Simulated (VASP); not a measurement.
Set up this calculation in VASP 6.6.1, as the native input.

| Property | Result |
| --- | --- |
| Task | single point |
| Functional | r2SCAN |
| Potentials or basis | VASP PAW PBE potentials, release 64 (Al, As) |
| Cutoff | 550 eV |
| k mesh | 8 × 8 × 8 |
| Occupations | gaussian, width 0.01 eV |
| Spin | non-collinear spin, zero start, spin-orbit coupling |
| Starting moments | [[0.0, 0.0, 0.0], [0.0, 0.0, 0.0]] μB |
| Dipole correction | no |
| Further INCAR settings | ALGO = Normal; EDIFF = 1e-06; NBANDS = 20 |

Crystal: AlAs.

```
Al As
1.0
     0.00000    2.83497    2.84244
     2.83497    0.00000    2.84244
     2.83497    2.83497    0.00000
Al As
1 1
Direct
  0.00000 0.00000 0.00000
  0.25000 0.25000 0.25000
```

One way to write it, as run:

POSCAR

```
AlAs
1.0
    0.0000000000      2.8349715501      2.8424384757
    2.8349715501      0.0000000000      2.8424384757
    2.8349715501      2.8349715501      0.0000000000
Al As
1 1
Direct
    0.0000000000      0.0000000000      0.0000000000
    0.2500000000      0.2500000000      0.2500000000
```

INCAR.step1

```
SYSTEM = AlAs
PREC = Accurate ; ENCUT = 550
ISMEAR = 0 ; SIGMA = 0.01
LREAL = .False. ; LASPH = .True.
NELM = 200 ; MAGMOM = 0 0 0 0 0 0
LSORBIT = .True. ; GGA_COMPAT = .False.
NBANDS = 20 ; GGA = PE
ALGO = Normal ; EDIFF = 1E-5
LWAVE = .True. ; LCHARG = .False.
```

INCAR.step2

```
SYSTEM = AlAs
PREC = Accurate ; ENCUT = 550
EDIFF = 1E-6 ; ISMEAR = 0
SIGMA = 0.01 ; LREAL = .False.
LASPH = .True. ; NELM = 200
ALGO = Normal ; ISIF = 2
LWAVE = .False. ; LCHARG = .False.
MAGMOM = 0 0 0 0 0 0 ; LORBIT = 11
LSORBIT = .True. ; GGA_COMPAT = .False.
LORBMOM = .True. ; METAGGA = R2SCAN
LMIXTAU = .True. ; NBANDS = 20
ISTART = 1
```

KPOINTS

```
regular mesh
0
Gamma
  8 8 8
  0 0 0
```

Potentials or basis: VASP PAW PBE potentials, release 64 (Al, As).

Launch:

```bash
$ cat potpaw_PBE.64/Al/POTCAR potpaw_PBE.64/As/POTCAR > POTCAR
$ cp INCAR.step1 INCAR
$ mpirun -np 1 vasp_ncl > vasp.out
$ cp INCAR.step2 INCAR
$ mpirun -np 1 vasp_ncl > vasp.out
```

It gave:

```json
{
  "Pressure": "0.1 GPa",
  "Net moment": "0.00 μB per cell",
  "Valence electrons inside the program's atomic spheres": "Al 0.77; As 2.94"
}
```

Caveat: the PAW data sets were made with another functional, which shifts forces and pressure a little.

It took 18 min on 1 thread of Oxide Virtual Turin-like Processor, on a shared host, peak memory 0.41 GiB.
